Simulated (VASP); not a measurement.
A run of VASP 6.6.1 is set up as follows.

INCAR

```
SYSTEM = C
PREC = Accurate
ENCUT = 520
EDIFF = 1E-6
ISMEAR = 0
SIGMA = 0.03
LREAL = .FALSE.
LASPH = .TRUE.
NELM = 60
ALGO = Normal
ISIF = 2
LWAVE = .FALSE.
LCHARG = .TRUE.
GGA = PS
IVDW = 12
LELF = .TRUE.
LVHAR = .TRUE.
NBANDS = 11
```

KPOINTS

```
Automatic mesh
0
G
  16 16 16
  0 0 0
```

Contents of POSCAR:

```
C
1.0
    0.0000000000      2.1088861730      3.2945337322
    1.2183718732      0.0000000000      3.2945337322
    1.2183718732      2.1088861730      0.0000000000
C
2
Direct
    0.1667066167      0.8332933833      0.1667066167
    0.8332933833      0.1667066167      0.8332933833
```

Potentials or basis: VASP PAW PBE potentials, release 64 (C).

Command:

```bash
$ cat potpaw_PBE.64/C/POTCAR > POTCAR
$ mpirun -np 1 vasp_std > vasp.out
```

(1) What does it give for the dispersion energy per atom?

(2) Predict the pressure.

(3) Estimate the largest force.

Answers

(1) -0.112 eV.

(2) 9.3 GPa.

(3) 0.027 eV/Å.

Caveat: the cell differs from its parent crystal (atoms shifted along a free coordinate); the cell stands under pressure; the PAW data sets were made with another functional, which shifts forces and pressure a little.
